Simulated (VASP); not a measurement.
# Rh (P6_3/mmc) in VASP: single point with PBEsol

Aim: the single point of Rh with PBEsol.

Program: VASP 6.6.1. These are calculated values, not measurements. Logs are shortened: lines on timing, memory, paths and dates and some standing lists are left out, and cuts for length are marked.

**1. The cell of the first run**

Symmetry: P6_3/mmc, No. 194, hexagonal system. Conventional cell: a = 2.731 Å, b = 2.731 Å, c = 4.428 Å, α = 90.00°, β = 90.00°, γ = 120.00°. Within 3.6 Å of Rh (site symmetry -6m2) lie 12 Rh at 2.72 to 2.73 Å.

This isn't the form of Rh at room conditions, which is fcc.

**2. Single point, PBEsol**

The input, INCAR:

```
SYSTEM = Rh
ALGO = Normal ; EDIFF = 1E-6
ENCUT = 620 ; GGA = PS
GGA_COMPAT = .FALSE. ; ISIF = 2
ISMEAR = -5 ; LASPH = .TRUE.
LCHARG = .TRUE. ; LELF = .TRUE.
LREAL = .FALSE. ; LVHAR = .TRUE.
LWAVE = .FALSE. ; NBANDS = 24
NELM = 120 ; PREC = Accurate
SIGMA = 0.1
```

The input, KPOINTS:

```
k-points
0
G
  6 6 4
  0 0 0
```

The input, POSCAR:

```
Rh
1.0
    2.7309790422      0.0000000000      0.0000000000
   -1.3654895211      2.3650972278      0.0000000000
    0.0000000000      0.0000000000      4.4284890000
Rh
2
Direct
    0.6666666667      0.3333333333      0.7500000000
    0.3333333333      0.6666666667      0.2500000000
```

Potentials or basis: VASP PAW PBE potentials, release 64 (Rh_sv_GW).

Started as:

```bash
> cat potpaw_PBE.64/Rh_sv_GW/POTCAR > POTCAR
> mpirun -np 1 vasp_std > vasp.out
```

OUTCAR:

```text
SYSTEM = Rh
   EDIFF = 1E-6
   ENCUT = 620
   GGA = PS
   ISIF = 2
   ISMEAR = -5
   LASPH = .TRUE.
   LREAL = .FALSE.
   NELM = 120
   PREC = Accurate

 ion  position               nearest neighbor table
   1  0.667  0.333  0.750-
   2  0.333  0.667  0.250-

  LATTYP: Found a hexagonal cell.
 ALAT       =     2.7309790422
 C/A-ratio  =     1.6215756077

  Lattice vectors:

 A1 = (   2.7309790422,   0.0000000000,   0.0000000000)
 A2 = (  -1.3654895211,   2.3650972278,   0.0000000000)
 A3 = (   0.0000000000,   0.0000000000,   4.4284890000)

Analysis of symmetry for initial positions (statically):
=====================================================================
 Subroutine PRICEL returns:
 Original cell was already a primitive cell.

 Routine SETGRP: Setting up the symmetry group for a
 hexagonal supercell.

 Subroutine GETGRP returns: Found 24 space group operations
 (whereof 12 operations were pure point group operations)
 out of a pool of 24 trial point group operations.

The static configuration has the point symmetry D_3d.
 The point group associated with its full space group is D_6h.

Analysis of symmetry for dynamics (positions and initial velocities):
=====================================================================
 Subroutine PRICEL returns:
 Original cell was already a primitive cell.

 Routine SETGRP: Setting up the symmetry group for a
 hexagonal supercell.

 Subroutine GETGRP returns: Found 24 space group operations
 (whereof 12 operations were pure point group operations)
 out of a pool of 24 trial point group operations.

The dynamic configuration has the point symmetry D_3d.
 The point group associated with its full space group is D_6h.

 Subroutine INISYM returns: Found 24 space group operations
 (whereof 12 operations are pure point group operations),
 and found     1 'primitive' translations

----------------------------------------------------------------------------------------

                                     Primitive cell

  volume of cell :      28.6037

  direct lattice vectors                    reciprocal lattice vectors
     2.730979042  0.000000000  0.000000000     0.366169049  0.211407799  0.000000000
    -1.365489521  2.365097228  0.000000000     0.000000000  0.422815599  0.000000000
     0.000000000  0.000000000  4.428489000     0.000000000  0.000000000  0.225810655

  length of vectors
     2.730979042  2.730979042  4.428489000     0.422815599  0.422815599  0.225810655

  position of ions in fractional coordinates (direct lattice)
     0.666666667  0.333333333  0.750000000
     0.333333333  0.666666667  0.250000000

  ion indices of the primitive-cell ions
   primitive index   ion index
                 1           1
                 2           2

----------------------------------------------------------------------------------------

 KPOINTS: k-points

Automatic generation of k-mesh.
 Grid dimensions read from file:
 generate k-points for:    6    6    4

 Generating k-lattice:

  Cartesian coordinates                     Fractional coordinates (reciprocal lattice)
     0.061028175  0.035234633  0.000000000     0.166666667  0.000000000  0.000000000
     0.000000000  0.070469266  0.000000000     0.000000000  0.166666667  0.000000000
     0.000000000  0.000000000  0.056452664     0.000000000  0.000000000  0.250000000

  Length of vectors
     0.070469266  0.070469266  0.056452664

  Shift w.r.t. Gamma in fractional coordinates (k-lattice)
     0.000000000  0.000000000  0.000000000

 TETIRR: Found    142 inequivalent tetrahedra from      864

 Subroutine IBZKPT returns following result:
 ===========================================

 Found     21 irreducible k-points:

 Following reciprocal coordinates:
            Coordinates               Weight
  0.000000  0.000000  0.000000      1.000000
  0.166667  0.000000  0.000000      6.000000
  0.333333  0.000000  0.000000      6.000000
  0.500000  0.000000  0.000000      3.000000
  0.166667  0.166667  0.000000      6.000000
  0.333333  0.166667  0.000000     12.000000
[... 13 lines left out ...]
  0.333333  0.166667  0.500000     12.000000
  0.333333  0.333333  0.500000      2.000000
   k-points           NKPTS =     21   k-points in BZ     NKDIM =     21   number of bands    NBANDS=     24
   number of dos      NEDOS =    301   number of ions     NIONS =      2
   total plane-waves  NPLWV =  20736
   dimension x,y,z NGX =    24 NGY =   24 NGZ =   36
   dimension x,y,z NGXF=    48 NGYF=   48 NGZF=   72
   ions per type =               2
   NGX,Y,Z   is equivalent  to a cutoff of  14.61, 14.61, 13.51 a.u.
   NGXF,Y,Z  is equivalent  to a cutoff of  29.22, 29.22, 27.03 a.u.
 SYSTEM =  Rh
   PREC   = accura    normal or accurate (medium, high low for compatibility)
   ISTART =      0    job   : 0-new  1-cont  2-samecut
   ICHARG =      2    charge: 1-file 2-atom 10-const
   ISPIN  =      1    spin polarized calculation?
   LNONCOLLINEAR =      F non collinear calculations
   LSORBIT =      F    spin-orbit coupling
   LASPH  =      T    aspherical Exc in radial PAW
   ENCUT  =  620.0 eV  45.57 Ry    6.75 a.u.   5.54  5.54  8.99*2*pi/ulx,y,z
   NELM   =    120;   NELMIN=  2; NELMDL= -5     # of ELM steps
   EDIFF  = 0.1E-05   stopping-criterion for ELM
   LREAL  =      F    real-space projection
   EDIFFG = 0.1E-04   stopping-criterion for IOM
   NSW    =      0    number of steps for IOM
   IBRION =     -1    ionic relax: 0-MD 1-quasi-New 2-CG
   NFREE  =      0    steps in history (QN), initial steepest desc. (CG)
   ISIF   =      2    stress and relaxation
   ISYM   =      2    0-nonsym 1-usesym 2-fastsym
   POTIM  = 0.5000    time-step for ionic-motion
   TEBEG  =    0.0;   TEEND  =   0.0 temperature during run
   PSTRESS=    0.0 pullay stress
   NELECT =      34.0000    total number of electrons
   NUPDOWN=      -1.0000    fix difference up-down
   EMIN   =  10.00;   EMAX   =-10.00  energy-range for DOS
   EFERMI =   0.00;   METHOD = LEGACY
   ISMEAR =    -5;   SIGMA  =   0.10  broadening in eV -4-tet -1-fermi 0-gaus
   EFERMI_NEDOS =   21; number of points for ismear=-14 and -15
   IALGO  =     38    algorithm
   IMIX   =      4    mixing-type and parameters
     AMIX     =   0.40;   BMIX     =  1.00
     AMIX_MAG =   1.60;   BMIX_MAG =  1.00
  volume/ion in A,a.u.               =      14.30        96.51
  Fermi-wavevector in a.u.,A,eV,Ry     =   1.734177  3.277120 40.917764  3.007371
  Thomas-Fermi vector in A             =   2.808023
   LORBIT       =      0    0 simple, 1 ext, 2 COOP (PROOUT), +10 PAW based schemes
   GGA     = PS    functional components
   LHFCALC =     F    Hartree Fock is set to
   AEXX    =    0.0000 exact exchange contribution
   IVDW    =     0    specifies the selected vdW correction
   LEPSILON=     F    determine dielectric tensor
   LRPA    =     F    only Hartree local field effects (RPA)
 non-spin polarized calculation
 Fermi weights with tetrahedron method with Bloechl corrections
  energy-cutoff  :      620.00
  volume of cell :       28.60
 maximum number of plane-waves:      1038
 NGX is ok and might be reduce to    24
   NGX = 11   NGY = 11   NGZ = 17

 number of electron      33.9999990 magnetization

 Free energy of the ion-electron system (eV)
  ---------------------------------------------------
  ext. energy  EPLUGINS =         0.00000000
  ---------------------------------------------------
  free energy    TOTEN  =       -14.39298968 eV

  energy without entropy =      -14.39298968  energy(sigma->0) =      -14.39298968

 E-fermi :  10.0864     XC(G=0): -14.0378

 val. band max:       10.2643754054   @ k =   0.0000   0.0000   0.0000
 cond. band min:       9.7252125220   @ k =   0.0000   0.0000   0.5000
 fundamental gap:     -0.5391628835
 Fermi energy:        10.0863912008

 k-point     1 :       0.0000    0.0000    0.0000
  band No.  band energies     occupation
      1     -68.6460      2.00000
      2     -68.5473      2.00000
      3     -36.8683      2.00000
      4     -36.2418      2.00000
      5     -36.2418      2.00000
      6     -36.2133      2.00000
[... 16 lines left out ...]
     23      27.8876      0.00000
     24      28.5179      0.00000

 k-point     2 :       0.1667    0.0000    0.0000
  band No.  band energies     occupation
      1     -68.6249      2.00000
      2     -68.5379      2.00000
      3     -36.8140      2.00000
      4     -36.3622      2.00000
      5     -36.2802      2.00000
      6     -36.2713      2.00000
[... 16 lines left out ...]
     23      28.3822      0.00000
     24      28.5718      0.00000

 k-point     3 :       0.3333    0.0000    0.0000
  band No.  band energies     occupation
      1     -68.5791      2.00000
      2     -68.5223      2.00000
      3     -36.6822      2.00000
      4     -36.6034      2.00000
      5     -36.5079      2.00000
      6     -36.3527      2.00000
[... 16 lines left out ...]
     23      24.7831      0.00000
     24      25.7404      0.00000

 k-point     4 :       0.5000    0.0000    0.0000
  band No.  band energies     occupation
      1     -68.5515      2.00000
      2     -68.5191      2.00000
      3     -36.7241      2.00000
      4     -36.6220      2.00000
      5     -36.5850      2.00000
      6     -36.3877      2.00000
[... 16 lines left out ...]
     23      22.9161      0.00000
     24      23.8746      0.00000

 k-point     5 :       0.1667    0.1667    0.0000
  band No.  band energies     occupation
      1     -68.5912      2.00000
      2     -68.5255      2.00000
      3     -36.7197      2.00000
      4     -36.4945      2.00000
      5     -36.4772      2.00000
      6     -36.3226      2.00000
[... 370 lines left out ...]
 k-point    19 :       0.1667    0.1667    0.5000
  band No.  band energies     occupation
      1     -68.5584      2.00000
      2     -68.5584      2.00000
      3     -36.6290      2.00000
      4     -36.6290      2.00000
      5     -36.3614      2.00000
      6     -36.3614      2.00000
[... 16 lines left out ...]
     23      25.6850      0.00000
     24      25.6851      0.00000

 k-point    20 :       0.3333    0.1667    0.5000
  band No.  band energies     occupation
      1     -68.5353      2.00000
      2     -68.5353      2.00000
      3     -36.7262      2.00000
      4     -36.7262      2.00000
      5     -36.4281      2.00000
      6     -36.4281      2.00000
[... 16 lines left out ...]
     23      23.8147      0.00000
     24      23.8147      0.00000

 k-point    21 :       0.3333    0.3333    0.5000
  band No.  band energies     occupation
      1     -68.5276      2.00000
      2     -68.5276      2.00000
      3     -36.6910      2.00000
      4     -36.6910      2.00000
      5     -36.5298      2.00000
      6     -36.5298      2.00000
[... 16 lines left out ...]
     23      20.0655      0.00000
     24      20.0655      0.00000

------------------------ aborting loop because EDIFF is reached ----------------------------------------

  FORCE on cell =-STRESS in cart. coord.  units (eV):
  Direction    XX          YY          ZZ          XY          YZ          ZX
  --------------------------------------------------------------------------------------
  -------------------------------------------------------------------------------------
  Total       -2.0734948     -2.0734948     -3.3852623      0.0000000      0.0000000      0.0000000
  in kB     -116.1423492   -116.1423492   -189.6181812      0.0000000      0.0000000      0.0000000
  external PRESSURE =    -140.6342932 kB  Pullay stress =       0.0000000 kB

 VOLUME and BASIS-vectors are now :
 -----------------------------------------------------------------------------
  energy-cutoff  :      620.00
  volume of cell :       28.60
      direct lattice vectors                 reciprocal lattice vectors
     2.730979042  0.000000000  0.000000000     0.366169049  0.211407799  0.000000000
    -1.365489521  2.365097228  0.000000000     0.000000000  0.422815599  0.000000000
     0.000000000  0.000000000  4.428489000     0.000000000  0.000000000  0.225810655

 POSITION                                       TOTAL-FORCE (eV/Angst)
 -----------------------------------------------------------------------------------
      1.36549      0.78837      3.32137         0.000000      0.000000      0.000000
     -0.00000      1.57673      1.10712        -0.000000      0.000000      0.000000
 -----------------------------------------------------------------------------------
    total drift:                               -0.000000      0.000000     -0.000000

  FREE ENERGIE OF THE ION-ELECTRON SYSTEM (eV)
  ---------------------------------------------------
  free  energy   TOTEN  =       -14.3929896822 eV

  energy  without entropy=      -14.3929896822  energy(sigma->0) =      -14.39298968
```

It took 22 s on 1 thread of AMD EPYC 7R13 (Zen 3), shared host; peak memory 0.14 GiB.

Results:

```yaml
Free_energy: -14.3930 eV
Pressure: -14.1 GPa
Band_gap_on_the_k_mesh: zero (bands 17 and 18 overlap by 2.32 eV)
```

Stress tensor (GPa, compression positive):
```
-11.61   0.00   0.00
  0.00 -11.61   0.00
  0.00   0.00 -18.96
```

Levels at points of the mesh, in eV from the Fermi level:
```tsv
k point	band 15	band 16	band 17	band 18	band 19	band 20
(0.00, 0.00, 0.00)	-2.29	-1.75	-1.75	0.18	0.18	0.71
(0.50, 0.00, 0.00)	-2.02	0.50	0.63	0.78	2.95	4.98
(0.00, 0.00, 0.50)	-2.89	-2.89	-0.36	-0.36	-0.36	-0.36
(0.50, 0.00, 0.50)	-0.25	-0.25	0.67	0.67	2.63	2.63
```

Caveat: the k points lie up to 0.44 Å⁻¹ apart, too coarse for converged energies and pressures of a metal; the PAW data sets were made with another functional, which shifts forces and pressure a little; tetrahedron occupations give inexact forces and stress in metals.
